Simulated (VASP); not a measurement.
# Sn (C2/c) in VASP: a series of runs

Runs on Sn. Level: LDA. Tasks: single point.

All numbers are computed with VASP 6.6.1; they aren't measurements. Logs are shortened: lines on timing, memory, paths and dates and some standing lists are left out, and cuts for length are marked.

**1. The cell of the first run**

The typed cell holds 2 atoms: a = 4.387 Å, b = 4.387 Å, c = 4.384 Å, α = 97.23°, β = 97.23°, γ = 138.40°.

**2. Single point, LDA**

Input file INCAR:

```
  PREC = Accurate
  ENCUT = 520
  EDIFF = 1E-6
  ISMEAR = -1
  SIGMA = 0.1
  LREAL = F
  LASPH = T
  NELM = 80
  ALGO = Normal
  ISIF = 2
  LWAVE = F
  LCHARG = T
  GGA = CA
  LELF = T
  LVHAR = T
  NBANDS = 21
```

Input file KPOINTS:

```
Automatic mesh
0
Gamma
  12 12 8
```

Input file POSCAR:

```
Sn
1.0
   -2.8994216605      2.9008009606      1.5581694818
    2.9008009606     -2.8994216605      1.5581694818
    2.8985835788      2.8985835788     -1.5556411493
Sn
2
Direct
    0.0000164062      0.9999835938      0.0000000000
    0.7499835938      0.2500164062      0.5000000000
```

Potentials or basis: VASP PAW LDA potentials, release 64 (Sn_d).

Run with:

```sh
> cat potpaw_LDA.64/Sn_d/POTCAR > POTCAR
> mpirun -np 1 vasp_std > vasp.out
```

OUTCAR:

```text
PREC = Accurate
   ENCUT = 520
   EDIFF = 1E-6
   ISMEAR = -1
   LREAL = F
   LASPH = T
   NELM = 80
   ISIF = 2
   GGA = CA

 ion  position               nearest neighbor table
   1  0.000  1.000  0.000-   2 3.00   2 3.00   2 3.00   2 3.00   2 3.72   2 3.72   2 3.73   2 3.73

   2  0.750  0.250  0.500-   1 3.00   1 3.00   1 3.00   1 3.00   1 3.72   1 3.72   1 3.73   1 3.73

  LATTYP: Found a base centered monoclinic cell.
 ALAT       =     3.1163395741
 B/A-ratio  =     2.6321757628
 C/A-ratio  =     1.4069300504
 COS(beta)  =    -0.3542216887

  Lattice vectors:

 A1 = (  -2.8994216605,   2.9008009606,   1.5581694818)
 A2 = (   2.9008009606,  -2.8994216605,   1.5581694818)
 A3 = (   2.8985835788,   2.8985835788,  -1.5556411493)

Analysis of symmetry for initial positions (statically):
=====================================================================
 Subroutine PRICEL returns:
 Original cell was already a primitive cell.

 Routine SETGRP: Setting up the symmetry group for a
 base centered monoclinic supercell.

 Subroutine GETGRP returns: Found  4 space group operations
 (whereof  2 operations were pure point group operations)
 out of a pool of  4 trial point group operations.

The static configuration has the point symmetry C_2 .
 The point group associated with its full space group is C_2h.

Analysis of symmetry for dynamics (positions and initial velocities):
=====================================================================
 Subroutine PRICEL returns:
 Original cell was already a primitive cell.

 Routine SETGRP: Setting up the symmetry group for a
 base centered monoclinic supercell.

 Subroutine GETGRP returns: Found  4 space group operations
 (whereof  2 operations were pure point group operations)
 out of a pool of  4 trial point group operations.

The dynamic configuration has the point symmetry C_2 .
 The point group associated with its full space group is C_2h.

 Subroutine INISYM returns: Found  4 space group operations
 (whereof  2 operations are pure point group operations),
 and found     1 'primitive' translations

----------------------------------------------------------------------------------------

                                     Primitive cell

  volume of cell :      52.4057

  direct lattice vectors                    reciprocal lattice vectors
    -2.899421660  2.900800961  1.558169482    -0.000114965  0.172292210  0.320813149
     2.900800961 -2.899421660  1.558169482     0.172292210 -0.000114965  0.320813149
     2.898583579  2.898583579 -1.555641149     0.172457079  0.172457079 -0.000152660

  length of vectors
     4.387389236  4.387389236  4.384471794     0.364150649  0.364150649  0.243891188

  position of ions in fractional coordinates (direct lattice)
     0.000016406  0.999983594  1.000000000
     0.749983594  0.250016406  0.500000000

  ion indices of the primitive-cell ions
   primitive index   ion index
                 1           1
                 2           2

----------------------------------------------------------------------------------------

 KPOINTS: Automatic mesh

Automatic generation of k-mesh.
 Grid dimensions read from file:
 generate k-points for:   12   12    8

 Generating k-lattice:

  Cartesian coordinates                     Fractional coordinates (reciprocal lattice)
    -0.000009580  0.014357684  0.026734429     0.083333333 -0.000000000  0.000000000
     0.014357684 -0.000009580  0.026734429    -0.000000000  0.083333333  0.000000000
     0.021557135  0.021557135 -0.000019082    -0.000000000 -0.000000000  0.125000000

  Length of vectors
     0.030345887  0.030345887  0.030486399

  Shift w.r.t. Gamma in fractional coordinates (k-lattice)
     0.000000000  0.000000000  0.000000000

 Subroutine IBZKPT returns following result:
 ===========================================

 Found    320 irreducible k-points:

 Following reciprocal coordinates:
            Coordinates               Weight
  0.000000  0.000000  0.000000      1.000000
  0.083333  0.000000 -0.000000      4.000000
  0.166667  0.000000 -0.000000      4.000000
  0.250000  0.000000  0.000000      4.000000
  0.333333  0.000000 -0.000000      4.000000
  0.416667  0.000000 -0.000000      4.000000
[... 16 lines left out ...]
  0.500000  0.166667  0.000000      4.000000
 -0.416667  0.166667  0.000000      4.000000
 [... further k-points ...]
   k-points           NKPTS =    320   k-points in BZ     NKDIM =    320   number of bands    NBANDS=     21
   number of dos      NEDOS =    301   number of ions     NIONS =      2
   total plane-waves  NPLWV =  46656
   dimension x,y,z NGX =    36 NGY =   36 NGZ =   36
   dimension x,y,z NGXF=    72 NGYF=   72 NGZF=   72
   ions per type =               2
   NGX,Y,Z   is equivalent  to a cutoff of  13.64, 13.64, 13.65 a.u.
   NGXF,Y,Z  is equivalent  to a cutoff of  27.28, 27.28, 27.30 a.u.
 SYSTEM =  unknown system
   PREC   = accura    normal or accurate (medium, high low for compatibility)
   ISTART =      0    job   : 0-new  1-cont  2-samecut
   ICHARG =      2    charge: 1-file 2-atom 10-const
   ISPIN  =      1    spin polarized calculation?
   LNONCOLLINEAR =      F non collinear calculations
   LSORBIT =      F    spin-orbit coupling
   LASPH  =      T    aspherical Exc in radial PAW
   ENCUT  =  520.0 eV  38.22 Ry    6.18 a.u.   8.16  8.16  8.15*2*pi/ulx,y,z
   NELM   =     80;   NELMIN=  2; NELMDL= -5     # of ELM steps
   EDIFF  = 0.1E-05   stopping-criterion for ELM
   LREAL  =      F    real-space projection
   EDIFFG = 0.1E-04   stopping-criterion for IOM
   NSW    =      0    number of steps for IOM
   IBRION =     -1    ionic relax: 0-MD 1-quasi-New 2-CG
   NFREE  =      0    steps in history (QN), initial steepest desc. (CG)
   ISIF   =      2    stress and relaxation
   ISYM   =      2    0-nonsym 1-usesym 2-fastsym
   POTIM  = 0.5000    time-step for ionic-motion
   TEBEG  =    0.0;   TEEND  =   0.0 temperature during run
   PSTRESS=    0.0 pullay stress
   NELECT =      28.0000    total number of electrons
   NUPDOWN=      -1.0000    fix difference up-down
   EMIN   =  10.00;   EMAX   =-10.00  energy-range for DOS
   EFERMI =   0.00;   METHOD = LEGACY
   ISMEAR =    -1;   SIGMA  =   0.10  broadening in eV -4-tet -1-fermi 0-gaus
   EFERMI_NEDOS =   21; number of points for ismear=-14 and -15
   IALGO  =     38    algorithm
   IMIX   =      4    mixing-type and parameters
     AMIX     =   0.40;   BMIX     =  1.00
     AMIX_MAG =   1.60;   BMIX_MAG =  1.00
  volume/ion in A,a.u.               =      26.20       176.83
  Fermi-wavevector in a.u.,A,eV,Ry     =   1.328418  2.510346 24.010122  1.764694
  Thomas-Fermi vector in A             =   2.457657
   LORBIT       =      0    0 simple, 1 ext, 2 COOP (PROOUT), +10 PAW based schemes
   GGA     = CA    functional components
   LHFCALC =     F    Hartree Fock is set to
   AEXX    =    0.0000 exact exchange contribution
   IVDW    =     0    specifies the selected vdW correction
   LEPSILON=     F    determine dielectric tensor
   LRPA    =     F    only Hartree local field effects (RPA)
 non-spin polarized calculation
  energy-cutoff  :      520.00
  volume of cell :       52.41
 maximum number of plane-waves:      1430
 NGX is ok and might be reduce to    36
   NGX = 17   NGY = 17   NGZ = 17

 number of electron      28.0000007 magnetization

 Free energy of the ion-electron system (eV)
  ---------------------------------------------------
  ext. energy  EPLUGINS =         0.00000000
  ---------------------------------------------------
  free energy    TOTEN  =        -8.99649312 eV

  energy without entropy =       -8.96876667  energy(sigma->0) =       -8.98262990

 E-fermi :   8.1158     XC(G=0): -10.7128

 val. band max:        8.1153527635   @ k =  -0.0833  -0.2500   0.2500
 cond. band min:       8.1281918184   @ k =   0.3333   0.1667   0.5000
 fundamental gap:      0.0128390549
 Fermi energy:         8.1158341666

 k-point     1 :       0.0000    0.0000    0.0000
  band No.  band energies     occupation
      1     -13.4634      2.00000
      2     -13.3846      2.00000
      3     -13.3265      2.00000
      4     -13.3253      2.00000
      5     -13.1373      2.00000
      6     -13.1365      2.00000
[... 13 lines left out ...]
     20      18.1171      0.00000
     21      18.8421      0.00000

 k-point     2 :       0.0833    0.0000   -0.0000
  band No.  band energies     occupation
      1     -13.4586      2.00000
      2     -13.3674      2.00000
      3     -13.3197      2.00000
      4     -13.3059      2.00000
      5     -13.1496      2.00000
      6     -13.1479      2.00000
[... 13 lines left out ...]
     20      17.8186      0.00000
     21      17.8975      0.00000

 k-point     3 :       0.1667    0.0000   -0.0000
  band No.  band energies     occupation
      1     -13.4439      2.00000
      2     -13.3227      2.00000
      3     -13.3039      2.00000
      4     -13.2575      2.00000
      5     -13.1766      2.00000
      6     -13.1610      2.00000
[... 13 lines left out ...]
     20      16.5049      0.00000
     21      16.7199      0.00000

 k-point     4 :       0.2500    0.0000    0.0000
  band No.  band energies     occupation
      1     -13.4227      2.00000
      2     -13.2833      2.00000
      3     -13.2763      2.00000
      4     -13.2288      2.00000
      5     -13.2068      2.00000
      6     -13.1583      2.00000
[... 13 lines left out ...]
     20      15.5358      0.00000
     21      16.8455      0.00000

 k-point     5 :       0.3333    0.0000   -0.0000
  band No.  band energies     occupation
      1     -13.4021      2.00000
      2     -13.2728      2.00000
      3     -13.2599      2.00000
      4     -13.2465      2.00000
      5     -13.2225      2.00000
      6     -13.1792      2.00000
[... 13 lines left out ...]
     20      14.9506      0.00000
     21      17.6904      0.00000

 k-point     6 :       0.4167    0.0000   -0.0000
  band No.  band energies     occupation
      1     -13.3867      2.00000
      2     -13.2867      2.00000
      3     -13.2827      2.00000
      4     -13.2434      2.00000
      5     -13.2124      2.00000
      6     -13.1950      2.00000
[... 13 lines left out ...]
     20      16.4191      0.00000
     21      18.7290      0.00000

 k-point     7 :       0.5000    0.0000    0.0000
  band No.  band energies     occupation
      1     -13.3796      2.00000
      2     -13.3026      2.00000
      3     -13.2889      2.00000
      4     -13.2390      2.00000
      5     -13.2047      2.00000
      6     -13.2009      2.00000
[... 13 lines left out ...]
     20      17.9186      0.00000
     21      18.0983      0.00000
[... 291 lines left out ...]
      1     -13.4035      2.00000
      2     -13.2881      2.00000
      3     -13.2538      2.00000
      4     -13.2380      2.00000
      5     -13.2123      2.00000
      6     -13.2050      2.00000
[... 13 lines left out ...]
     20      15.7038      0.00000
     21      16.7551      0.00000

 k-point    21 :       0.3333    0.1667    0.0000
  band No.  band energies     occupation
      1     -13.3918      2.00000
      2     -13.2996      2.00000
      3     -13.2675      2.00000
      4     -13.2338      2.00000
      5     -13.2187      2.00000
      6     -13.1878      2.00000
[... 13 lines left out ...]
     20      17.0420      0.00000
     21      17.8819      0.00000

 k-point    22 :       0.4167    0.1667   -0.0000
  band No.  band energies     occupation
      1     -13.3783      2.00000
      2     -13.3031      2.00000
      3     -13.2770      2.00000
      4     -13.2258      2.00000
      5     -13.2146      2.00000
      6     -13.1768      2.00000
[... 13 lines left out ...]
     20      16.9982      0.00000
     21      17.5432      0.00000

 k-point    23 :       0.5000    0.1667    0.0000
  band No.  band energies     occupation
      1     -13.3734      2.00000
      2     -13.2921      2.00000
      3     -13.2731      2.00000
      4     -13.2342      2.00000
      5     -13.2036      2.00000
      6     -13.1775      2.00000
[... 13 lines left out ...]
     20      16.7084      0.00000
     21      17.3377      0.00000

 k-point    24 :      -0.4167    0.1667    0.0000
  band No.  band energies     occupation
      1     -13.3835      2.00000
      2     -13.2902      2.00000
      3     -13.2728      2.00000
      4     -13.2476      2.00000
      5     -13.1983      2.00000
      6     -13.1702      2.00000
[... 13 lines left out ...]
     20      16.3467      0.00000
     21      17.1397      0.00000

 [... further k-points ...]
[... 5 lines left out ...]
  --------------------------------------------------------------------------------------
  -------------------------------------------------------------------------------------
  Total       -0.0771744     -0.0771744      0.0660155      0.0118844     -0.0014333     -0.0014333
  in kB       -2.3594209     -2.3594209      2.0182646      0.3633379     -0.0438199     -0.0438204
  external PRESSURE =      -0.9001924 kB  Pullay stress =       0.0000000 kB

 VOLUME and BASIS-vectors are now :
 -----------------------------------------------------------------------------
  energy-cutoff  :      520.00
  volume of cell :       52.41
      direct lattice vectors                 reciprocal lattice vectors
    -2.899421660  2.900800961  1.558169482    -0.000114965  0.172292210  0.320813149
     2.900800961 -2.899421660  1.558169482     0.172292210 -0.000114965  0.320813149
     2.898583579  2.898583579 -1.555641149     0.172457079  0.172457079 -0.000152660

 POSITION                                       TOTAL-FORCE (eV/Angst)
 -----------------------------------------------------------------------------------
      2.90071     -2.89933      1.55817         0.002095     -0.002095      0.000000
      0.00002      2.89994      0.78035        -0.002095      0.002095     -0.000000
 -----------------------------------------------------------------------------------
    total drift:                               -0.000000     -0.000000     -0.000000

  FREE ENERGIE OF THE ION-ELECTRON SYSTEM (eV)
  ---------------------------------------------------
  free  energy   TOTEN  =        -8.9964931242 eV

  energy  without entropy=       -8.9687666718  energy(sigma->0) =       -8.98262990
```

It took 2.1 min on 1 thread of Intel Xeon 6975P-C (Granite Rapids), shared host; peak memory 0.38 GiB.

Results:

```
Free energy            : -8.9965 eV
Pressure               : -0.1 GPa
Band gap on the k mesh : zero (band 14 reaches 9.69 eV, above the bottom of band 15 at 5.38 eV)
```

Forces in eV/Å, atoms in the order of the input:
```
Sn   0.002 -0.002  0.000
Sn  -0.002  0.002  0.000
```

Stress tensor (GPa, compression positive):
```
-0.24  0.04  0.00
 0.04 -0.24  0.00
 0.00  0.00  0.20
```

Caveat: spin-orbit coupling is left out, which moves the levels of the heavy elements.

(Continued in part 2 of 2.)
